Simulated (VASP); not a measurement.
# Mo3W (Fm-3m) in VASP: a series of runs

Aim: see how the results for Mo3W move with the level of theory and the settings. Levels: r2SCAN, PBE. Tasks: single point, relaxation of cell and atoms.

Everything below comes from runs of VASP 6.6.1. Logs are shortened: lines on timing, memory, paths and dates and some standing lists are left out, and cuts for length are marked.

## Step 1: The cell of the first run

It takes space group Fm-3m (No. 225, cubic). The conventional cell has a = 6.332 Å, b = 6.332 Å, c = 6.332 Å, α = 90.00°, β = 90.00°, γ = 90.00°. Mo (site symmetry -43m) has 10 Mo at 2.74 to 3.17 Å and 4 W at 2.74 Å within 3.6 Å. Within 3.6 Å of Mo (site symmetry m-3m) lie 8 Mo at 2.74 Å and 6 W at 3.17 Å. W (site symmetry m-3m) has 14 Mo at 2.74 to 3.17 Å within 3.6 Å.

## Step 2: Single point, r2SCAN

File POSCAR:

```
Mo3W
1.0
    0.0000000000      3.1659870310      3.1659870310
    3.1659870310      0.0000000000      3.1659870310
    3.1659870310      3.1659870310      0.0000000000
Mo W
3 1
Direct
    0.7500000000      0.7500000000      0.7500000000
    0.2500000000      0.2500000000      0.2500000000
    0.0000000000      0.0000000000      0.0000000000
    0.5000000000      0.5000000000      0.5000000000
```

File INCAR.step1:

```
PREC = Accurate ; ENCUT = 520
ISMEAR = 0 ; SIGMA = 0.1
LREAL = F ; LASPH = T
NELM = 100 ; NBANDS = 36
GGA = PE ; ALGO = Normal
EDIFF = 1E-4 ; LWAVE = T
LCHARG = F
```

File INCAR.step2:

```
PREC = Accurate ; ENCUT = 520
EDIFF = 1E-6 ; ISMEAR = 0
SIGMA = 0.1 ; LREAL = F
LASPH = T ; NELM = 100
ALGO = Normal ; ISIF = 2
LWAVE = F ; LCHARG = F
METAGGA = R2SCAN ; LMIXTAU = T
NBANDS = 36 ; ISTART = 1
```

File KPOINTS:

```
Automatic mesh
0
Gamma
  12 12 12
```

Potentials or basis: VASP PAW PBE potentials, release 64 (Mo_sv, W_sv).

Started as:

```sh
> cat potpaw_PBE.64/Mo_sv/POTCAR potpaw_PBE.64/W_sv/POTCAR > POTCAR
> cp INCAR.step1 INCAR
> mpirun -np 1 vasp_std > vasp.out
> cp INCAR.step2 INCAR
> mpirun -np 1 vasp_std > vasp.out
```

OUTCAR:

```text
PREC = Accurate
   ENCUT = 520
   EDIFF = 1E-6
   ISMEAR = 0
   LREAL = F
   LASPH = T
   NELM = 100
   ISIF = 2
   METAGGA = R2SCAN
   ISTART = 1

 ion  position               nearest neighbor table
   1  0.750  0.750  0.750-   4 2.74   4 2.74   4 2.74   3 2.74   4 2.74   3 2.74   3 2.74   3 2.74
                             2 3.17   2 3.17   2 3.17   2 3.17   2 3.17   2 3.17
   2  0.250  0.250  0.250-   3 2.74   3 2.74   3 2.74   3 2.74   4 2.74   4 2.74   4 2.74   4 2.74
                             1 3.17   1 3.17   1 3.17   1 3.17   1 3.17   1 3.17
   3  0.000  0.000  0.000-   1 2.74   1 2.74   1 2.74   1 2.74   2 2.74   2 2.74   2 2.74   2 2.74
                             4 3.17   4 3.17   4 3.17   4 3.17   4 3.17   4 3.17
   4  0.500  0.500  0.500-   2 2.74   2 2.74   2 2.74   1 2.74   2 2.74   1 2.74   1 2.74   1 2.74
                             3 3.17   3 3.17   3 3.17   3 3.17   3 3.17   3 3.17

  LATTYP: Found a face centered cubic cell.
 ALAT       =     6.3319740620

  Lattice vectors:

 A1 = (   0.0000000000,   3.1659870310,   3.1659870310)
 A2 = (   3.1659870310,   0.0000000000,   3.1659870310)
 A3 = (   3.1659870310,   3.1659870310,   0.0000000000)

Analysis of symmetry for initial positions (statically):
=====================================================================
 Subroutine PRICEL returns:
 Original cell was already a primitive cell.

 Routine SETGRP: Setting up the symmetry group for a
 face centered cubic supercell.

 Subroutine GETGRP returns: Found 48 space group operations
 (whereof 48 operations were pure point group operations)
 out of a pool of 48 trial point group operations.

The static configuration has the point symmetry O_h .

Analysis of symmetry for dynamics (positions and initial velocities):
=====================================================================
 Subroutine PRICEL returns:
 Original cell was already a primitive cell.

 Routine SETGRP: Setting up the symmetry group for a
 face centered cubic supercell.

 Subroutine GETGRP returns: Found 48 space group operations
 (whereof 48 operations were pure point group operations)
 out of a pool of 48 trial point group operations.

The dynamic configuration has the point symmetry O_h .

 Subroutine INISYM returns: Found 48 space group operations
 (whereof 48 operations are pure point group operations),
 and found     1 'primitive' translations

----------------------------------------------------------------------------------------

                                     Primitive cell

  volume of cell :      63.4684

  direct lattice vectors                    reciprocal lattice vectors
     0.000000000  3.165987031  3.165987031    -0.157928632  0.157928632  0.157928632
     3.165987031  0.000000000  3.165987031     0.157928632 -0.157928632  0.157928632
     3.165987031  3.165987031  0.000000000     0.157928632  0.157928632 -0.157928632

  length of vectors
     4.477381798  4.477381798  4.477381798     0.273540414  0.273540414  0.273540414

  position of ions in fractional coordinates (direct lattice)
     0.750000000  0.750000000  0.750000000
     0.250000000  0.250000000  0.250000000
     0.000000000  0.000000000  0.000000000
     0.500000000  0.500000000  0.500000000

  ion indices of the primitive-cell ions
   primitive index   ion index
                 1           1
                 2           2
                 3           3
                 4           4

----------------------------------------------------------------------------------------

 KPOINTS: Automatic mesh

Automatic generation of k-mesh.
 Grid dimensions read from file:
 generate k-points for:   12   12   12

 Generating k-lattice:

  Cartesian coordinates                     Fractional coordinates (reciprocal lattice)
    -0.013160719  0.013160719  0.013160719     0.083333333  0.000000000  0.000000000
     0.013160719 -0.013160719  0.013160719     0.000000000  0.083333333  0.000000000
     0.013160719  0.013160719 -0.013160719     0.000000000  0.000000000  0.083333333

  Length of vectors
     0.022795035  0.022795035  0.022795035

  Shift w.r.t. Gamma in fractional coordinates (k-lattice)
     0.000000000  0.000000000  0.000000000

 Subroutine IBZKPT returns following result:
 ===========================================

 Found     72 irreducible k-points:

 Following reciprocal coordinates:
            Coordinates               Weight
  0.000000  0.000000  0.000000      1.000000
  0.083333  0.000000  0.000000      8.000000
  0.166667  0.000000  0.000000      8.000000
  0.250000  0.000000  0.000000      8.000000
  0.333333  0.000000  0.000000      8.000000
  0.416667  0.000000  0.000000      8.000000
[... 16 lines left out ...]
  0.500000  0.166667  0.000000     24.000000
 -0.416667  0.166667  0.000000     24.000000
 [... further k-points ...]
   k-points           NKPTS =     72   k-points in BZ     NKDIM =     72   number of bands    NBANDS=     36
   number of dos      NEDOS =    301   number of ions     NIONS =      4
   total plane-waves  NPLWV =  46656
   dimension x,y,z NGX =    36 NGY =   36 NGZ =   36
   dimension x,y,z NGXF=    72 NGYF=   72 NGZF=   72
   ions per type =               3   1
   NGX,Y,Z   is equivalent  to a cutoff of  13.37, 13.37, 13.37 a.u.
   NGXF,Y,Z  is equivalent  to a cutoff of  26.73, 26.73, 26.73 a.u.
 SYSTEM =  unknown system
   PREC   = accura    normal or accurate (medium, high low for compatibility)
   ISTART =      1    job   : 0-new  1-cont  2-samecut
   ICHARG =      0    charge: 1-file 2-atom 10-const
   ISPIN  =      1    spin polarized calculation?
   LNONCOLLINEAR =      F non collinear calculations
   LSORBIT =      F    spin-orbit coupling
   LASPH  =      T    aspherical Exc in radial PAW
   ENCUT  =  520.0 eV  38.22 Ry    6.18 a.u.   8.32  8.32  8.32*2*pi/ulx,y,z
   NELM   =    100;   NELMIN=  2; NELMDL=  0     # of ELM steps
   EDIFF  = 0.1E-05   stopping-criterion for ELM
   LREAL  =      F    real-space projection
   EDIFFG = 0.1E-04   stopping-criterion for IOM
   NSW    =      0    number of steps for IOM
   IBRION =     -1    ionic relax: 0-MD 1-quasi-New 2-CG
   NFREE  =      0    steps in history (QN), initial steepest desc. (CG)
   ISIF   =      2    stress and relaxation
   ISYM   =      2    0-nonsym 1-usesym 2-fastsym
   POTIM  = 0.5000    time-step for ionic-motion
   TEBEG  =    0.0;   TEEND  =   0.0 temperature during run
   PSTRESS=    0.0 pullay stress
   NELECT =      56.0000    total number of electrons
   NUPDOWN=      -1.0000    fix difference up-down
   EMIN   =  10.00;   EMAX   =-10.00  energy-range for DOS
   EFERMI =   0.00;   METHOD = LEGACY
   ISMEAR =     0;   SIGMA  =   0.10  broadening in eV -4-tet -1-fermi 0-gaus
   EFERMI_NEDOS =   21; number of points for ismear=-14 and -15
   IALGO  =     38    algorithm
   IMIX   =      4    mixing-type and parameters
     AMIX     =   0.40;   BMIX     =  1.00
     AMIX_MAG =   1.60;   BMIX_MAG =  1.00
  volume/ion in A,a.u.               =      15.87       107.08
  Fermi-wavevector in a.u.,A,eV,Ry     =   1.570188  2.967225 33.545041  2.465491
  Thomas-Fermi vector in A             =   2.671959
   LORBIT       =      0    0 simple, 1 ext, 2 COOP (PROOUT), +10 PAW based schemes
   METAGGA = R2SCAN    functional components
   LHFCALC =     F    Hartree Fock is set to
   AEXX    =    0.0000 exact exchange contribution
   IVDW    =     0    specifies the selected vdW correction
   LEPSILON=     F    determine dielectric tensor
   LRPA    =     F    only Hartree local field effects (RPA)
 non-spin polarized calculation
 Gauss-broadening in eV      SIGMA  =   0.10
  energy-cutoff  :      520.00
  volume of cell :       63.47
 maximum number of plane-waves:      1731
 NGX is ok and might be reduce to    36
   NGX = 17   NGY = 17   NGZ = 17

 number of electron      56.0000006 magnetization

 Free energy of the ion-electron system (eV)
  ---------------------------------------------------
  ext. energy  EPLUGINS =         0.00000000
  ---------------------------------------------------
  free energy    TOTEN  =      -129.60326709 eV

  energy without entropy =     -129.59276049  energy(sigma->0) =     -129.59801379

 E-fermi :  12.0588     XC(G=0): -14.6464

 val. band max:       12.0537237898   @ k =   0.5000   0.3333   0.0833
 cond. band min:      12.0861899071   @ k =   0.3333   0.3333   0.0000
 fundamental gap:      0.0324661173
 Fermi energy:        12.0587967587

 k-point     1 :       0.0000    0.0000    0.0000
  band No.  band energies     occupation
      1     -63.9332      2.00000
      2     -51.1245      2.00000
      3     -50.8291      2.00000
      4     -50.7738      2.00000
      5     -27.5373      2.00000
      6     -27.5373      2.00000
[... 28 lines left out ...]
     35      16.3963      0.00000
     36      16.3963      0.00000

 k-point     2 :       0.0833    0.0000    0.0000
  band No.  band energies     occupation
      1     -63.9332      2.00000
      2     -51.1203      2.00000
      3     -50.8303      2.00000
      4     -50.7771      2.00000
      5     -27.5384      2.00000
      6     -27.5384      2.00000
[... 28 lines left out ...]
     35      15.7593      0.00000
     36      16.2731      0.00000

 k-point     3 :       0.1667    0.0000    0.0000
  band No.  band energies     occupation
      1     -63.9331      2.00000
      2     -51.1083      2.00000
      3     -50.8336      2.00000
      4     -50.7866      2.00000
      5     -27.5412      2.00000
      6     -27.5412      2.00000
[... 28 lines left out ...]
     35      15.0616      0.00000
     36      15.9617      0.00000
[... 742 lines left out ...]
 k-point    23 :       0.5000    0.1667    0.0000
  band No.  band energies     occupation
      1     -63.9327      2.00000
      2     -51.0377      2.00000
      3     -50.8603      2.00000
      4     -50.8342      2.00000
      5     -27.5602      2.00000
      6     -27.5522      2.00000
[... 28 lines left out ...]
     35      14.7803      0.00000
     36      15.2904      0.00000

 k-point    24 :      -0.4167    0.1667    0.0000
  band No.  band energies     occupation
      1     -63.9327      2.00000
      2     -51.0358      2.00000
      3     -50.8618      2.00000
      4     -50.8347      2.00000
      5     -27.5577      2.00000
      6     -27.5509      2.00000
[... 28 lines left out ...]
     35      14.9020      0.00000
     36      15.0917      0.00000

 [... further k-points ...]
[... 5 lines left out ...]
  --------------------------------------------------------------------------------------
  -------------------------------------------------------------------------------------
  Total       -0.7127909     -0.7127909     -0.7127909     -0.0000000      0.0000000     -0.0000000
  in kB      -17.9934868    -17.9934868    -17.9934868     -0.0000000      0.0000000     -0.0000000
  external PRESSURE =     -17.9934868 kB  Pullay stress =       0.0000000 kB

 VOLUME and BASIS-vectors are now :
 -----------------------------------------------------------------------------
  energy-cutoff  :      520.00
  volume of cell :       63.47
      direct lattice vectors                 reciprocal lattice vectors
     0.000000000  3.165987031  3.165987031    -0.157928632  0.157928632  0.157928632
     3.165987031  0.000000000  3.165987031     0.157928632 -0.157928632  0.157928632
     3.165987031  3.165987031  0.000000000     0.157928632  0.157928632 -0.157928632

 POSITION                                       TOTAL-FORCE (eV/Angst)
 -----------------------------------------------------------------------------------
      4.74898      4.74898      4.74898         0.000000      0.000000     -0.000000
      1.58299      1.58299      1.58299        -0.000000     -0.000000      0.000000
      0.00000      0.00000      0.00000         0.000000     -0.000000      0.000000
      3.16599      3.16599      3.16599         0.000000     -0.000000      0.000000
 -----------------------------------------------------------------------------------
    total drift:                                0.000000      0.000000      0.000000

  FREE ENERGIE OF THE ION-ELECTRON SYSTEM (eV)
  ---------------------------------------------------
  free  energy   TOTEN  =      -129.6032670902 eV

  energy  without entropy=     -129.5927604875  energy(sigma->0) =     -129.59801379
```

It took 7.6 min on 1 thread of Intel Xeon Platinum 8488C (Sapphire Rapids), shared host; peak memory 0.3 GiB.

What came out:

```yaml
Free_energy: -129.6033 eV
Pressure: -1.8 GPa
Band_gap_on_the_k_mesh: zero (bands 28 and 29 overlap by 0.30 eV)
```

Levels at points of the mesh, in eV from the Fermi level:
```
           k point  band 25  band 26  band 27  band 28  band 29  band 30  band 31  band 32
(0.00, 0.00, 0.00)    -2.83    -1.38    -1.38    -1.38     1.95     1.95     2.69     2.69
(0.50, 0.00, 0.00)    -2.95    -2.95    -2.91    -2.91     1.84     1.84     2.24     2.24
(0.50, 0.50, 0.00)    -0.73    -0.73    -0.58    -0.58     0.88     1.09     1.26     1.26
```

Caveat: the PAW data sets were made with another functional, which shifts forces and pressure a little; spin-orbit coupling is left out, which moves the levels of the heavy elements.

## Step 3: Relaxation of cell and atoms, PBE

File INCAR:

```
SYSTEM = Mo3W
  ALGO = Fast
  EDIFF = 1E-6
  EDIFFG = -0.01
  ENCUT = 600
  GGA = PE
  IBRION = 2
  ISIF = 3
  ISMEAR = 0
  LASPH = .True.
  LCHARG = .False.
  LREAL = .False.
  LWAVE = .False.
  NELM = 100
  NSW = 100
  PREC = Accurate
  SIGMA = 0.1
```

File KPOINTS:

```
k-points
0
Gamma
  12 12 12
  0 0 0
```

POSCAR is that of step 2.

Potentials or basis: VASP PAW PBE potentials, release 64 (Mo_sv, W_sv).

Started as:

```sh
> cat potpaw_PBE.64/Mo_sv/POTCAR potpaw_PBE.64/W_sv/POTCAR > POTCAR
> mpirun -np 1 vasp_std > vasp.out
```

Run time: 6.2 min. Hardware: 1 thread of Intel Xeon Platinum 8488C (Sapphire Rapids), shared host; peak memory 0.33 GiB.

Results (log left out):

* Free energy: -45.7867 eV
* Relaxed volume: 15.89 Å³/atom
* Relaxed cell: a = 4.480 Å, b = 4.480 Å, c = 4.480 Å, α = 60.00°, β = 60.00°, γ = 60.00°
* Space group after relaxing (to 0.1 Å): Fm-3m (No. 225)
* Energy gained by relaxing: 0.0 meV/atom
* Ionic steps: 3
* Pressure after relaxing: 0.0 GPa
* Band gap on the k mesh: zero (bands 28 and 29 overlap by 0.35 eV)

The path:
| step | energy change (eV) | largest force (eV/Å) | pressure (GPa) | volume (Å³) |
| --- | --- | --- | --- | --- |
| 1 | 0.0000 | 0.0000 | 0.47 | 63.47 |
| 2 | 0.0012 | 0.0000 | -1.39 | 63.90 |
| 3 | -0.0002 | 0.0000 | 0.02 | 63.58 |

Final structure:
```
Mo W
1.0
     0.00000    3.16783    3.16783
     3.16783    0.00000    3.16783
     3.16783    3.16783    0.00000
Mo W
3 1
Direct
  0.75000 0.75000 0.75000
  0.25000 0.25000 0.25000
  0.00000 0.00000 0.00000
  0.50000 0.50000 0.50000
```

Levels at points of the mesh, in eV from the Fermi level:
| k point | band 24 | band 25 | band 26 | band 27 | band 28 | band 29 | band 30 | band 31 | band 32 | band 33 |
| --- | --- | --- | --- | --- | --- | --- | --- | --- | --- | --- |
| (0.00, 0.00, 0.00) | -2.63 | -2.63 | -1.31 | -1.31 | -1.31 | 1.70 | 1.70 | 2.40 | 2.40 | 2.89 |
| (0.50, 0.00, 0.00) | -2.86 | -2.79 | -2.79 | -2.75 | -2.75 | 1.61 | 1.61 | 2.00 | 2.01 | 2.15 |
| (0.50, 0.50, 0.00) | -2.62 | -0.66 | -0.66 | -0.52 | -0.52 | 0.85 | 1.04 | 1.34 | 1.34 | 1.69 |

Caveat: spin-orbit coupling is left out, which moves the levels of the heavy elements.
